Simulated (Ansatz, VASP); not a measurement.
## Two plane-wave programs on Hf5H

INCAR

```
SYSTEM = Hf5H
PREC = Accurate
ENCUT = 520
EDIFF = 1E-7
ISMEAR = 0
SIGMA = 0.1
LREAL = .False.
LASPH = .True.
NELM = 100
ALGO = Normal
ISIF = 2
LWAVE = .False.
LCHARG = .False.
LDIPOL = .True.
IDIPOL = 3
DIPOL = 0.5 0.5 0.313
GGA = PE
IVDW = 12
NBANDS = 34
```

Contents of KPOINTS:

```
regular mesh
0
Gamma
  6 6 1
  0 0 0
```

Contents of POSCAR:

```
Hf5H
1.0
    4.9564149667      0.0000000000      0.0000000000
   -2.4782074834      4.2923812729      0.0000000000
    0.0000000000      0.0000000000     21.1328376004
Hf H
5 1
Direct
    0.6666666667      0.3333333333      0.1892788879
    0.3333333333      0.6666666667      0.2371533849
    0.0000000000      0.0000000000      0.2763383880
    0.6666666667      0.3333333333      0.3164267596
    0.3333333333      0.6666666667      0.3706476976
    1.2222222222      1.1111111111      0.4889470026
```

Input for Ansatz:

```yaml
crystal:
  lattice:
    - [4.9564149667, 0.0, 0.0]
    - [-2.4782074834, 4.2923812729, 0.0]
    - [0.0, 0.0, 21.1328376004]
  atoms:
    - { symbol: Hf, position: [0.6666666667, 0.3333333333, 0.1892788879] }
    - { symbol: Hf, position: [0.3333333333, 0.6666666667, 0.2371533849] }
    - { symbol: Hf, position: [0.0, 0.0, 0.276338388] }
    - { symbol: Hf, position: [0.6666666667, 0.3333333333, 0.3164267596] }
    - { symbol: Hf, position: [0.3333333333, 0.6666666667, 0.3706476976] }
    - { symbol: H, position: [1.2222222222, 1.1111111111, 0.4889470026] }
basis:
  ecutwfc: 420
kpoints:
  mp_grid: { grid: [6, 6, 1] }
hamiltonian:
  xc: pbe
  dispersion: d3bj
scf:
  occupations: { method: gaussian, width: 0.1 }
output:
  forces: true
  eigenvalues: true
efield:
  axis: 3
  dipole_correction: true
  ramp_width: 0.04
```

Alike in both runs: task single point; functional PBE; dispersion D3(BJ); k mesh 6 × 6 × 1; occupations gaussian, width 0.1 eV; no spin polarisation.

```csv
,VASP,Ansatz
version,VASP 6.6.1,Ansatz 0.2.0
potentials or method,"VASP PAW PBE potentials, release 64 (Hf_pv, H), cutoff 520 eV","scalar-relativistic, plane waves, PAW"
valence electrons in the cell,51,131
```

```tsv
	VASP	Ansatz	Ansatz less VASP
gap on the k mesh at the Fermi level (eV)	none	none	-
rms of the force components (eV/Å)	0.497	0.510	+0.0123
```

Atom by atom the forces differ by 0.034 eV/Å (rms over components). A gap of «none» marks a metal or a gap that the smearing closes. VASP's potentials hold 51 valence electrons a cell and Ansatz's 131, so a difference there can come from the potentials and not from the codes.

Spin-orbit coupling is off throughout.
